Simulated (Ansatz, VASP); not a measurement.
# One calculation of TiTe2, two programs

POSCAR

```
TiTe2
1.0
    3.7770000000      0.0000000000      0.0000000000
   -1.8885000000      3.2709779501      0.0000000000
    0.0000000000      0.0000000000      6.4980000000
Te Ti
2 1
Direct
    0.3333333333      0.6666666667      0.7372000000
    0.6666666667      0.3333333333      0.2628000000
    0.0000000000      0.0000000000      0.0000000000
```

The input INCAR.step1:

```
SYSTEM = TiTe2
ALGO = Normal
EDIFF = 1E-5
ENCUT = 520
GGA = PE
ISIF = 2
ISMEAR = -1
LASPH = .True.
LREAL = .False.
LUSENCCL = .False.
LWAVE = .True.
NBANDS = 19
NELM = 100
PREC = Accurate
SIGMA = 0.05
```

Contents of INCAR.step2:

```
SYSTEM = TiTe2
AEXX = 0.35
ALGO = Normal
EDIFF = 1E-6
ENCUT = 520
ISIF = 2
ISMEAR = -1
ISTART = 1
LASPH = .True.
LCHARG = .True.
LELF = .True.
LHFCALC = .True.
LMIXTAU = .True.
LREAL = .False.
LUSENCCL = .False.
LVHAR = .True.
LWAVE = .False.
METAGGA = R2SCAN
NBANDS = 19
NELM = 100
PREC = Accurate
PRECFOCK = Normal
SIGMA = 0.05
```

File KPOINTS:

```
k-points
0
Gamma
  5 5 3
  0 0 0
```

Contents of input.yaml:

```yaml
crystal:
  lattice:
    - [3.777, 0.0, 0.0]
    - [-1.8885, 3.2709779501, 0.0]
    - [0.0, 0.0, 6.498]
  atoms:
    - { symbol: Te, position: [0.3333333333, 0.6666666667, 0.7372] }
    - { symbol: Te, position: [0.6666666667, 0.3333333333, 0.2628] }
    - { symbol: Ti, position: [0.0, 0.0, 0.0] }
hamiltonian:
  xc: { exchange: r2scan, correlation: r2scan, exx: { coeff: 0.35 } }
  pseudopotentials: { kind: paw }
kpoints:
  mp_grid: { grid: [5, 5, 3] }
scf:
  occupations: { method: fermi_dirac, width: 0.05 }
output:
  forces: true
  stress: true
  eigenvalues: true
```

Alike in both runs: task single point; functional r2SCAN-based global hybrid; k mesh 5 × 5 × 3; occupations fermi-dirac, width 0.05 eV; no spin polarisation.

```csv
,VASP,Ansatz
version,VASP 6.6.1,Ansatz 0.2.0
potentials or method,"VASP PAW PBE potentials, release 64 (Te, Ti_sv)",Ansatz PAW
plane-wave cutoff (eV),520,500
valence electrons in the cell,24,44
```

Ansatz gave:

* gap on the k mesh at the Fermi level (eV): none
* pressure (GPa): -0.6
* traceless stress, the component that is largest in VASP (GPa): 0.22
* rms of the force components (eV/Å): 0.267

Q: What did VASP give for the same quantities?

A: gap on the k mesh at the Fermi level (eV): none; pressure (GPa): -1.1; traceless stress, the component that is largest in VASP (GPa): 0.21; rms of the force components (eV/Å): 0.273.

VASP's potentials were made for PBE, not for r2SCAN-based global hybrid. Atom by atom the forces differ by 0.006 eV/Å (rms over components). A gap of «none» marks a metal or a gap that the smearing closes. VASP's potentials hold 24 valence electrons a cell and Ansatz's 44, so a difference there can come from the potentials and not from the codes.

The k mesh is coarse, so the values compare programs but aren't converged. Neither program's run includes spin-orbit coupling.
